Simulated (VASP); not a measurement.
# H12CO8 in VASP: notebook, part 2 of 2

VASP 6.6.1. Earlier steps stand in the parts before.

### 3 Single point, PBE

This run uses another cell than the first one, of 14.67 Å³/atom, 1.172 times its volume.

INCAR

```
  ALGO = Normal
  EDIFF = 1E-7
  ENCUT = 520
  GGA = PE
  ISIF = 2
  ISMEAR = -1
  LASPH = T
  LCHARG = F
  LREAL = Auto
  LWAVE = F
  NBANDS = 48
  NELM = 60
  PREC = Accurate
  SIGMA = 0.05
```

KPOINTS

```
k-points
0
Gamma
  1 1 1
```

POSCAR

```
H12CO8
1.0
    6.7534230000      0.0000000000      0.0000000000
    0.0000000000      6.7534230000      0.0000000000
    0.0000000000      0.0000000000      6.7534230000
O H C
8 12 1
Direct
   -0.1091890735      1.1118805974      0.1449487171
    0.4126055779      0.9536349197      0.0578077221
    0.2037929506      0.0254833734      0.5682303626
    0.5218983025     -0.2921333374      0.4248660272
    0.3687315307      0.4520522408      1.1664899415
    0.6261713504      0.5844739771      0.8649983867
    0.8951904834      0.4414057879      0.4619139065
    1.0457807841      0.6842752187      0.6546457996
   -0.1713797581      1.0132047112      0.2450757194
   -0.1527965892      1.0774980332      0.0183018300
    0.5167305528      1.0404353466      0.1191691976
    0.2898233977      0.9855298565      0.1171850186
    0.0821509329      0.0314507177      0.4902995118
    0.1900221562     -0.0102910776      0.7072561574
    0.6386539093     -0.3123897318      0.5166861309
    0.4630984909     -0.1621548065      0.4376595395
    0.3487416677      0.5108520524      1.3051899755
    0.4287603486      0.3371179326      1.1855617514
    0.6272078619      0.7225372970      0.8329109549
    0.5400816741      0.5964975095      0.9779633232
    0.9458462768      0.5763299589      0.5750121087
```

Potentials or basis: VASP PAW PBE potentials, release 64 (O, H, C).

The run is started by

```
$ cat potpaw_PBE.64/O/POTCAR potpaw_PBE.64/H/POTCAR potpaw_PBE.64/C/POTCAR > POTCAR
$ mpirun -np 1 vasp_gam > vasp.out
```

Wall time 19 s (1 thread of AMD EPYC 9R45 (Zen 5), shared host); peak memory 0.29 GiB.

The run converged. Its results:

- Free energy: -107.3952 eV
- Pressure: 1.1 GPa
- Largest force: 9.482 eV/Å
- Band gap on the k mesh: 3.38 eV

Forces on the atoms (eV/Å):
```
O   -0.130 -0.885  3.936
O    2.381  0.372 -0.383
O    0.939  0.578 -0.698
O    1.556 -0.537  0.593
O   -3.336  5.618  0.759
O    0.654 -0.022 -0.531
O   -0.113  3.088  2.750
O    1.837  3.685  3.261
H    0.867  1.434 -2.024
H   -0.770 -0.765 -1.912
H   -1.264 -0.787 -0.555
H   -1.203  0.532  0.704
H    0.149 -0.051  0.941
H   -0.581  0.013 -0.491
H   -1.924  0.437 -0.908
H   -0.054  0.385  0.611
H    0.710 -0.655 -1.907
H    2.654 -5.028  0.894
H    0.188  0.883 -0.517
H   -0.830 -0.881  1.130
C   -1.730 -7.415 -5.652
```

Stress tensor (GPa, compression positive):
```
 1.08 -0.36  0.30
-0.36  2.89  0.06
 0.30  0.06 -0.62
```

Levels at points of the mesh, in eV from the valence-band top:
```
           k point  band 29  band 30  band 31  band 32  band 33  band 34  band 35  band 36
(0.00, 0.00, 0.00)    -0.79    -0.58    -0.04     0.00     3.38     4.52     5.92     6.74
```

Caveat: the k points lie up to 0.93 Å⁻¹ apart.

### 4 Single point, PBE

This run uses another cell than the first one, of 17.50 Å³/atom, 1.399 times its volume.

INCAR

```
SYSTEM = H12CO8
PREC = Accurate ; ENCUT = 520
EDIFF = 1E-6 ; ISMEAR = -1
SIGMA = 0.05 ; LREAL = Auto
LASPH = .TRUE. ; NELM = 100
ALGO = Normal ; ISIF = 2
LWAVE = .FALSE. ; LCHARG = .TRUE.
GGA = PE ; LELF = .TRUE.
LVHAR = .TRUE. ; NBANDS = 48
```

KPOINTS

```
regular mesh
0
G
  1 1 1
  0 0 0
```

POSCAR

```
H12CO8
1.0
    7.1630960000      0.0000000000      0.0000000000
    0.0000000000      7.1630960000      0.0000000000
    0.0000000000      0.0000000000      7.1630960000
O H C
8 12 1
Direct
   -0.1044520414      1.1764605696      0.0801329481
    0.3391829455      0.9769658260      0.1242758718
    0.2106072570      0.0515559194      0.4499171866
    0.3788166458     -0.2721169729      0.4872613741
    0.4749203417      0.4446261784      1.1456219489
    0.5825972457      0.6216166864      0.7779457374
    0.8735049761      0.4039873262      0.5456858319
    1.0429987257      0.6323522678      0.6954674348
   -0.2246095822      1.2069501791      0.1545002329
   -0.1177144631      1.0583412536      0.1374126495
    0.3392387873      0.8980055551      0.2325530748
    0.4813700668      0.9975574807      0.1216094270
    0.1914116466      0.1195432813      0.3360976874
    0.1088775021      0.0796024512      0.5231955568
    0.3262136931     -0.3921907510      0.5109522475
    0.3057476823     -0.2080524957      0.5862828029
    0.5095282822      0.4312939545      1.2792652786
    0.5720012687      0.5395013553      1.1079427108
    0.5718197830      0.7338726160      0.8583439340
    0.4556968104      0.5831696239      0.7690250138
    0.9325297330      0.5364440181      0.6078237678
```

The run is started by

```
$ cat potpaw_PBE.64/O/POTCAR potpaw_PBE.64/H/POTCAR potpaw_PBE.64/C/POTCAR > POTCAR
$ mpirun -np 1 vasp_gam > vasp.out
```

Run time: 24 s. Hardware: 1 thread of AMD EPYC 9R45 (Zen 5), shared host; peak memory 0.32 GiB.

The run converged. Its results:

```
Free energy            : -107.2763 eV
Pressure               : 1.2 GPa
Largest force          : 8.079 eV/Å
Band gap on the k mesh : 3.40 eV
```

Forces on the atoms (eV/Å):
```
O   -2.745  1.314  1.458
O    2.979  0.447 -0.940
O    1.827 -0.349 -0.654
O   -0.604  0.719  0.578
O    1.693  0.854  0.821
O    1.298  1.009  1.378
O   -3.105 -3.556 -2.804
O   -2.605 -0.341 -1.693
H    1.335  1.326 -1.568
H    1.393 -2.570  0.099
H   -0.594 -0.901  1.030
H   -2.195  0.171 -0.423
H    0.073  0.310 -0.863
H   -2.436  0.714  1.935
H   -0.125 -1.328 -0.511
H    0.645  0.494 -0.972
H   -0.494 -0.056 -0.657
H   -1.084 -1.028 -0.084
H    0.148 -0.536 -0.627
H   -0.876 -0.479 -0.083
C    5.473  3.788  4.579
```

Stress tensor (GPa, compression positive):
```
-0.75 -0.29  0.19
-0.29  3.51  0.08
 0.19  0.08  0.70
```

Levels at points of the mesh, in eV from the valence-band top:
```csv
k point,band 28,band 29,band 30,band 31,band 32,band 33,band 34,band 35,band 36,band 37
"(0.00, 0.00, 0.00)",-0.90,-0.81,-0.73,-0.38,0.00,3.40,4.42,5.77,6.10,6.62
```

Caveat: the k points lie up to 0.88 Å⁻¹ apart.

### 5 Single point, PBE

INCAR

```
ALGO = Normal
EDIFF = 1E-6
ENCUT = 910
GGA = PE
GGA_COMPAT = F
ISIF = 2
ISMEAR = -1
LASPH = T
LCHARG = F
LREAL = Auto
LWAVE = F
NBANDS = 48
NELM = 120
PREC = Accurate
SIGMA = 0.05
```

KPOINTS

```
k-points
0
Gamma
  1 1 1
```

POSCAR

```
H12CO8
1.0
    6.4048830000      0.0000000000      0.0000000000
    0.0000000000      6.4048830000      0.0000000000
    0.0000000000      0.0000000000      6.4048830000
O H C
8 12 1
Direct
   -0.1195806387      1.0407215870      0.2074979356
    0.4454257791      0.9498690296      0.1027653433
    0.1851399940      0.1696518110      0.6264595310
    0.6053662495     -0.1841407564      0.5340925041
    0.2085440124      0.4012251278      1.1246419333
    0.6284111669      0.5589173136      0.9458252399
    0.8307723966      0.4599771768      0.4120762237
    1.0333053703      0.6571704745      0.6329233493
   -0.0410780337      1.1763056406      0.1855303212
   -0.2492161059      1.1222219048      0.2583029229
    0.4135750801      1.0607844046      0.1939457754
    0.6013692990      0.9517113740      0.1157242060
    0.1177695205      0.1184877226      0.4959497309
    0.2618783200      0.0430296697      0.6644773995
    0.4554962206     -0.1785824971      0.4825693147
    0.5951396770     -0.1105250478      0.6668037496
    0.3091079103      0.5108446165      1.1193334835
    0.2586932501      0.3243618970      1.0001743982
    0.5774812748      0.6877565133      1.0173487947
    0.7036350235      0.4720460936      1.0387231117
    0.9373941725      0.5482379616      0.5217269386
```

Potentials or basis: VASP PAW PBE potentials, release 64 (O_h, H_h, C_h).

The run is started by

```
$ cat potpaw_PBE.64/O_h/POTCAR potpaw_PBE.64/H_h/POTCAR potpaw_PBE.64/C_h/POTCAR > POTCAR
$ mpirun -np 1 vasp_gam > vasp.out
```

Run time: 31 s. Hardware: 1 thread of AMD EPYC 7R13 (Zen 3), shared host; peak memory 0.47 GiB.

The run converged. Its results:

- Free energy: -109.0843 eV
- Pressure: 0.3 GPa
- Largest force: 4.591 eV/Å
- Band gap on the k mesh: 4.40 eV

Forces in eV/Å, atoms in the order of the input:
```
O   -1.310  3.290  0.609
O    1.655 -1.084 -0.928
O    0.004 -1.022 -0.996
O   -2.118  0.628 -0.431
O   -0.072 -1.497 -0.834
O   -1.343  1.369 -0.812
O   -2.284 -2.746 -2.667
O    0.368 -0.415 -0.077
H    0.071 -1.355 -0.304
H    1.673 -1.537 -0.009
H   -0.930  1.299  0.994
H   -0.775 -0.128 -0.339
H    0.063  0.506  0.787
H   -0.206  0.382  0.348
H    1.773 -0.305  0.465
H    0.249 -0.189 -0.044
H    0.542  1.013  0.267
H   -0.601  0.197  0.358
H    0.606 -1.376 -0.214
H    0.670 -0.136  1.076
C    1.963  3.107  2.752
```

Stress tensor (GPa, compression positive):
```
-0.62  1.55  1.18
 1.55  0.09  0.44
 1.18  0.44  1.30
```

Levels at points of the mesh, in eV from the valence-band top:
```csv
k point,band 30,band 31,band 32,band 33,band 34,band 35
"(0.00, 0.00, 0.00)",-0.15,-0.13,0.00,4.40,6.94,7.27
```

Caveat: the k points lie up to 0.98 Å⁻¹ apart; the cutoff is under 1.25 times the usual one of these potentials, so pressure, stress and relaxed cells hold a basis-set (Pulay) error.

### 6 The runs side by side

| potentials or basis | cell | cutoff (eV) | second run | gap on the mesh (eV) | pressure (GPa) | largest force (eV/Å) |
| --- | --- | --- | --- | --- | --- | --- |
| VASP PAW PBE potentials, release 64 (O, H, C) | a = 6.405 Å, 21 atoms | 520 | - | 4.38 | 0.9 | 5.24 |
| VASP PAW PBE potentials, release 64 (O, H, C) | a = 6.753 Å, 21 atoms | 520 | - | 3.38 | 1.1 | 9.48 |
| VASP PAW PBE potentials, release 64 (O, H, C) | a = 7.163 Å, 21 atoms | 520 | - | 3.40 | 1.2 | 8.08 |
| VASP PAW PBE potentials, release 64 (O_h, H_h, C_h) | a = 6.405 Å, 21 atoms | 910 | hard_potentials | 4.40 | 0.3 | 4.59 |

Alike in all rows: task single point; level PBE; no spin polarisation; k mesh 1 × 1 × 1; smearing fermi-dirac 0.05 eV.

Caveats: all runs use coarse meshes; the cutoff is under 1.25 times the usual one of these potentials, so pressure, stress and relaxed cells hold a basis-set (Pulay) error (some runs).

Absolute energies hang on the potentials; compare differences alone.
